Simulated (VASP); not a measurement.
# CO2 (Pa-3) in VASP: notebook

The runs below take CO2 through electric field gradients, with PBE.

Program: VASP 6.6.1. These are calculated values, not measurements. Logs are shortened: lines on timing, memory, paths and dates and some standing lists are left out, and cuts for length are marked.

## Step 1: The cell of the first run

Symmetry: Pa-3, No. 205, cubic system. Conventional cell: a = 5.497 Å, b = 5.497 Å, c = 5.497 Å, α = 90.00°, β = 90.00°, γ = 90.00°. C (site symmetry -3) has 2 O at 1.17 Å within 1.6 Å. Within 1.6 Å of O (site symmetry 3) lie 1 C at 1.17 Å.

## Step 2: Electric field gradients, PBE

Contents of INCAR:

```
PREC     = Accurate       # precision mode
ENCUT    = 520            # plane-wave cutoff, eV
EDIFF    = 1E-8           # SCF threshold, eV
ISMEAR   = -1             # smearing method
SIGMA    = 0.02           # smearing width, eV
LREAL    = F              # projectors in reciprocal space
LASPH    = T              # aspherical terms in the spheres
NELM     = 60             # most SCF steps
ALGO     = Normal         # electronic algorithm
ISIF     = 2              # what is computed and relaxed
LWAVE    = F              # write WAVECAR
LCHARG   = F              # write CHGCAR
GGA      = PE             # functional
LEFG     = T            
NBANDS   = 44             # bands
```

Contents of KPOINTS:

```
regular mesh
0
Gamma
  4 4 4
```

Contents of POSCAR:

```
CO2
1.0
    5.4970732800      0.0000000000      0.0000000000
    0.0000000000      5.4970732800      0.0000000000
    0.0000000000      0.0000000000      5.4970732800
C O
4 8
Direct
    0.0000000000      0.0000000000      0.0000000000
    0.5000000000      0.0000000000      0.5000000000
    0.5000000000      0.5000000000      0.0000000000
    0.0000000000      0.5000000000      0.5000000000
    0.1225369800      0.1225369800      0.1225369800
    0.3774630200      0.8774630200      0.6225369800
    0.6225369800      0.3774630200      0.8774630200
    0.8774630200      0.6225369800      0.3774630200
    0.8774630200      0.8774630200      0.8774630200
    0.6225369800      0.1225369800      0.3774630200
    0.3774630200      0.6225369800      0.1225369800
    0.1225369800      0.3774630200      0.6225369800
```

Potentials or basis: VASP PAW PBE potentials, release 64 (C, O).

Started as:

```sh
$ cat potpaw_PBE.64/C/POTCAR potpaw_PBE.64/O/POTCAR > POTCAR
$ mpirun -np 1 vasp_std > vasp.out
```

OUTCAR:

```text
PREC = Accurate
   ENCUT = 520
   EDIFF = 1E-8
   ISMEAR = -1
   LREAL = F
   LASPH = T
   NELM = 60
   ISIF = 2
   GGA = PE

 ion  position               nearest neighbor table
   1  0.000  0.000  0.000-   5 1.17   9 1.17
   2  0.500  0.000  0.500-   6 1.17  10 1.17
   3  0.500  0.500  0.000-   7 1.17  11 1.17
   4  0.000  0.500  0.500-   8 1.17  12 1.17
   5  0.123  0.123  0.123-   1 1.17
   6  0.377  0.877  0.623-   2 1.17
   7  0.623  0.377  0.877-   3 1.17
   8  0.877  0.623  0.377-   4 1.17
   9  0.877  0.877  0.877-   1 1.17
  10  0.623  0.123  0.377-   2 1.17
  11  0.377  0.623  0.123-   3 1.17
  12  0.123  0.377  0.623-   4 1.17

  LATTYP: Found a simple cubic cell.
 ALAT       =     5.4970732800

  Lattice vectors:

 A1 = (   5.4970732800,   0.0000000000,   0.0000000000)
 A2 = (   0.0000000000,   5.4970732800,   0.0000000000)
 A3 = (   0.0000000000,   0.0000000000,   5.4970732800)

Analysis of symmetry for initial positions (statically):
=====================================================================
 Subroutine PRICEL returns:
 Original cell was already a primitive cell.

 Routine SETGRP: Setting up the symmetry group for a
 simple cubic supercell.

 Subroutine GETGRP returns: Found 24 space group operations
 (whereof  6 operations were pure point group operations)
 out of a pool of 48 trial point group operations.

The static configuration has the point symmetry S_6 .
 The point group associated with its full space group is T_h .

Analysis of symmetry for dynamics (positions and initial velocities):
=====================================================================
 Subroutine PRICEL returns:
 Original cell was already a primitive cell.

 Routine SETGRP: Setting up the symmetry group for a
 simple cubic supercell.

 Subroutine GETGRP returns: Found 24 space group operations
 (whereof  6 operations were pure point group operations)
 out of a pool of 48 trial point group operations.

The dynamic configuration has the point symmetry S_6 .
 The point group associated with its full space group is T_h .

 Subroutine INISYM returns: Found 24 space group operations
 (whereof  6 operations are pure point group operations),
 and found     1 'primitive' translations

----------------------------------------------------------------------------------------

                                     Primitive cell

  volume of cell :     166.1095

  direct lattice vectors                    reciprocal lattice vectors
     5.497073280  0.000000000  0.000000000     0.181914984  0.000000000  0.000000000
     0.000000000  5.497073280  0.000000000     0.000000000  0.181914984  0.000000000
     0.000000000  0.000000000  5.497073280     0.000000000  0.000000000  0.181914984

  length of vectors
     5.497073280  5.497073280  5.497073280     0.181914984  0.181914984  0.181914984

  position of ions in fractional coordinates (direct lattice)
     0.000000000  0.000000000  0.000000000
     0.500000000  0.000000000  0.500000000
     0.500000000  0.500000000  0.000000000
     0.000000000  0.500000000  0.500000000
     0.122536980  0.122536980  0.122536980
     0.377463020  0.877463020  0.622536980
     0.622536980  0.377463020  0.877463020
     0.877463020  0.622536980  0.377463020
     0.877463020  0.877463020  0.877463020
     0.622536980  0.122536980  0.377463020
     0.377463020  0.622536980  0.122536980
     0.122536980  0.377463020  0.622536980

  ion indices of the primitive-cell ions
   primitive index   ion index
                 1           1
                 2           2
                 3           3
                 4           4
                 5           5
                 6           6
                 7           7
                 8           8
                 9           9
                10          10
                11          11
                12          12

----------------------------------------------------------------------------------------

 KPOINTS: regular mesh

Automatic generation of k-mesh.
 Grid dimensions read from file:
 generate k-points for:    4    4    4

 Generating k-lattice:

[... 45 lines left out ...]
   ENCUT  =  520.0 eV  38.22 Ry    6.18 a.u.  10.22 10.22 10.22*2*pi/ulx,y,z
   NELM   =     60;   NELMIN=  2; NELMDL= -5     # of ELM steps
   EDIFF  = 0.1E-07   stopping-criterion for ELM
   LREAL  =      F    real-space projection
   EDIFFG = 0.1E-06   stopping-criterion for IOM
   NSW    =      0    number of steps for IOM
   IBRION =     -1    ionic relax: 0-MD 1-quasi-New 2-CG
   NFREE  =      0    steps in history (QN), initial steepest desc. (CG)
   ISIF   =      2    stress and relaxation
   ISYM   =      2    0-nonsym 1-usesym 2-fastsym
   POTIM  = 0.5000    time-step for ionic-motion
   TEBEG  =    0.0;   TEEND  =   0.0 temperature during run
   PSTRESS=    0.0 pullay stress
   NELECT =      64.0000    total number of electrons
   NUPDOWN=      -1.0000    fix difference up-down
   EMIN   =  10.00;   EMAX   =-10.00  energy-range for DOS
   EFERMI =   0.00;   METHOD = LEGACY
   ISMEAR =    -1;   SIGMA  =   0.02  broadening in eV -4-tet -1-fermi 0-gaus
   EFERMI_NEDOS =   21; number of points for ismear=-14 and -15
   IALGO  =     38    algorithm
   IMIX   =      4    mixing-type and parameters
     AMIX     =   0.40;   BMIX     =  1.00
     AMIX_MAG =   1.60;   BMIX_MAG =  1.00
  volume/ion in A,a.u.               =      13.84        93.41
  Fermi-wavevector in a.u.,A,eV,Ry     =   1.191251  2.251138 19.307743  1.419079
  Thomas-Fermi vector in A             =   2.327317
   LORBIT       =      0    0 simple, 1 ext, 2 COOP (PROOUT), +10 PAW based schemes
   GGA     = PE    functional components
   LHFCALC =     F    Hartree Fock is set to
   AEXX    =    0.0000 exact exchange contribution
   IVDW    =     0    specifies the selected vdW correction
   LEPSILON=     F    determine dielectric tensor
   LRPA    =     F    only Hartree local field effects (RPA)
 non-spin polarized calculation
  energy-cutoff  :      520.00
  volume of cell :      166.11
 maximum number of plane-waves:      4492
 NGX is ok and might be reduce to    42
   NGX = 21   NGY = 21   NGZ = 21

 number of electron      63.9999995 magnetization

 Free energy of the ion-electron system (eV)
  ---------------------------------------------------
  ext. energy  EPLUGINS =         0.00000000
  ---------------------------------------------------
  free energy    TOTEN  =       -91.99709878 eV

  energy without entropy =      -91.99709878  energy(sigma->0) =      -91.99709878

 E-fermi :  -2.8048     XC(G=0):  -8.1551

 val. band max:       -3.2641971131   @ k =   0.0000   0.0000   0.0000
 cond. band min:       3.5857605675   @ k =   0.0000   0.0000   0.0000
 fundamental gap:      6.8499576806
 Fermi energy:        -2.8048415317

 k-point     1 :       0.0000    0.0000    0.0000
  band No.  band energies     occupation
      1     -23.9650      2.00000
      2     -23.7043      2.00000
      3     -23.7043      2.00000
      4     -23.7043      2.00000
      5     -22.7912      2.00000
      6     -22.7912      2.00000
[... 506 lines left out ...]
     43       6.5422      0.00000
     44       6.5422      0.00000

------------------------ aborting loop because EDIFF is reached ----------------------------------------

  FORCE on cell =-STRESS in cart. coord.  units (eV):
  Direction    XX          YY          ZZ          XY          YZ          ZX
  --------------------------------------------------------------------------------------
  -------------------------------------------------------------------------------------
  Total        4.2828625      4.2828625      4.2828625      0.0000000      0.0000000      0.0000000
  in kB       41.3095186     41.3095186     41.3095186      0.0000000      0.0000000      0.0000000
  external PRESSURE =      41.3095186 kB  Pullay stress =       0.0000000 kB

 VOLUME and BASIS-vectors are now :
 -----------------------------------------------------------------------------
  energy-cutoff  :      520.00
  volume of cell :      166.11
      direct lattice vectors                 reciprocal lattice vectors
     5.497073280  0.000000000  0.000000000     0.181914984  0.000000000  0.000000000
     0.000000000  5.497073280  0.000000000     0.000000000  0.181914984  0.000000000
     0.000000000  0.000000000  5.497073280     0.000000000  0.000000000  0.181914984

 POSITION                                       TOTAL-FORCE (eV/Angst)
 -----------------------------------------------------------------------------------
      0.00000      0.00000      0.00000         0.000000      0.000000      0.000000
      2.74854      0.00000      2.74854         0.000000      0.000000      0.000000
      2.74854      2.74854      0.00000         0.000000      0.000000      0.000000
      0.00000      2.74854      2.74854         0.000000      0.000000      0.000000
      0.67359      0.67359      0.67359         0.434107      0.434107      0.434107
      2.07494      4.82348      3.42213        -0.434107     -0.434107      0.434107
      3.42213      2.07494      4.82348         0.434107     -0.434107     -0.434107
      4.82348      3.42213      2.07494        -0.434107      0.434107     -0.434107
      4.82348      4.82348      4.82348        -0.434107     -0.434107     -0.434107
      3.42213      0.67359      2.07494         0.434107      0.434107     -0.434107
      2.07494      3.42213      0.67359        -0.434107      0.434107      0.434107
      0.67359      2.07494      3.42213         0.434107     -0.434107      0.434107
 -----------------------------------------------------------------------------------
    total drift:                                0.000000      0.000000      0.000000

  FREE ENERGIE OF THE ION-ELECTRON SYSTEM (eV)
  ---------------------------------------------------
  free  energy   TOTEN  =       -91.9970987849 eV

  energy  without entropy=      -91.9970987849  energy(sigma->0) =      -91.99709878

 Electric field gradients (V/A^2)
---------------------------------------------------------------------
 ion       V_xx      V_yy      V_zz      V_xy      V_xz      V_yz
---------------------------------------------------------------------
   1       0.000     0.000    -0.000   -25.080   -25.080   -25.080
   2       0.000     0.000    -0.000   -25.080    25.080    25.080
   3       0.000     0.000    -0.000    25.080    25.080   -25.080
   4       0.000     0.000    -0.000    25.080   -25.080    25.080
   5       0.000    -0.000    -0.000    33.977    33.977    33.977
   6       0.000     0.000    -0.000    33.977   -33.977   -33.977
   7       0.000    -0.000    -0.000   -33.977   -33.977    33.977
   8       0.000     0.000    -0.000   -33.977    33.977   -33.977
   9       0.000     0.000    -0.000    33.977    33.977    33.977
  10       0.000     0.000    -0.000    33.977   -33.977   -33.977
  11       0.000    -0.000    -0.000   -33.977   -33.977    33.977
  12       0.000     0.000    -0.000   -33.977    33.977   -33.977
---------------------------------------------------------------------

 Electric field gradients after diagonalization (V/A^2)
 (convention: |V_zz| > |V_xx| > |V_yy|)
----------------------------------------------------------------------
 ion       V_xx      V_yy      V_zz     asymmetry (V_yy - V_xx)/ V_zz
----------------------------------------------------------------------
   1      25.080    25.080   -50.160       0.000
   2      25.080    25.080   -50.160       0.000
   3      25.080    25.080   -50.160       0.000
   4      25.080    25.080   -50.160       0.000
   5     -33.977   -33.977    67.953       0.000
   6     -33.977   -33.977    67.953       0.000
   7     -33.977   -33.977    67.953       0.000
   8     -33.977   -33.977    67.953       0.000
   9     -33.977   -33.977    67.953       0.000
  10     -33.977   -33.977    67.953       0.000
  11     -33.977   -33.977    67.953       0.000
  12     -33.977   -33.977    67.953       0.000
----------------------------------------------------------------------

           NMR quadrupolar parameters

 Cq : quadrupolar parameter    Cq=e*Q*V_zz/h
 eta: asymmetry parameters     (V_yy - V_xx)/ V_zz
 Q  : nuclear electric quadrupole moment in mb (millibarn)
----------------------------------------------------------------------
 ion       Cq(MHz)       eta       Q (mb)
----------------------------------------------------------------------
   1      -0.121       0.000       1.000
   2      -0.121       0.000       1.000
   3      -0.121       0.000       1.000
   4      -0.121       0.000       1.000
   5       0.164       0.000       1.000
   6       0.164       0.000       1.000
   7       0.164       0.000       1.000
   8       0.164       0.000       1.000
   9       0.164       0.000       1.000
  10       0.164       0.000       1.000
  11       0.164       0.000       1.000
  12       0.164       0.000       1.000
----------------------------------------------------------------------
```

It took 54 s on 1 thread of Intel Xeon 6975P-C (Granite Rapids), shared host; peak memory 0.26 GiB.

What came out:

| Property | Result |
| --- | --- |
| Free energy | -91.9971 eV |
| Pressure | 4.1 GPa |
| Largest force | 0.752 eV/Å |
| Band gap on the k mesh | 6.85 eV, direct |

Forces in eV/Å, atoms in the order of the input:
```
C    0.000  0.000  0.000
C    0.000  0.000  0.000
C    0.000  0.000  0.000
C    0.000  0.000  0.000
O    0.434  0.434  0.434
O   -0.434 -0.434  0.434
O    0.434 -0.434 -0.434
O   -0.434  0.434 -0.434
O   -0.434 -0.434 -0.434
O    0.434  0.434 -0.434
O   -0.434  0.434  0.434
O    0.434 -0.434  0.434
```

Levels at points of the mesh, in eV from the valence-band top:
| k point | band 30 | band 31 | band 32 | band 33 | band 34 | band 35 |
| --- | --- | --- | --- | --- | --- | --- |
| (0.00, 0.00, 0.00) | -0.22 | 0.00 | 0.00 | 6.85 | 7.96 | 7.96 |
| (0.50, 0.00, 0.00) | -0.34 | -0.08 | -0.08 | 7.90 | 7.90 | 8.15 |
| (0.50, 0.50, 0.00) | -0.31 | -0.31 | -0.31 | 7.90 | 7.90 | 7.90 |
| (0.50, 0.50, 0.50) | -0.36 | -0.36 | -0.36 | 7.89 | 7.89 | 7.89 |

Electric field gradients, principal values (V/Å²):
```
atom    least   middle  greatest (by size)
 1 C   25.080   25.080             -50.160
 2 C   25.080   25.080             -50.160
 3 C   25.080   25.080             -50.160
 4 C   25.080   25.080             -50.160
 5 O  -33.977  -33.977              67.953
 6 O  -33.977  -33.977              67.953
 7 O  -33.977  -33.977              67.953
 8 O  -33.977  -33.977              67.953
 9 O  -33.977  -33.977              67.953
10 O  -33.977  -33.977              67.953
11 O  -33.977  -33.977              67.953
12 O  -33.977  -33.977              67.953
```

Caveat: without QUAD_EFG the Cq values of the log hold for a quadrupole moment of 1 mb, not for the nuclei. A k mesh can miss the band edges.

(Part 1 of 2 ends here.)
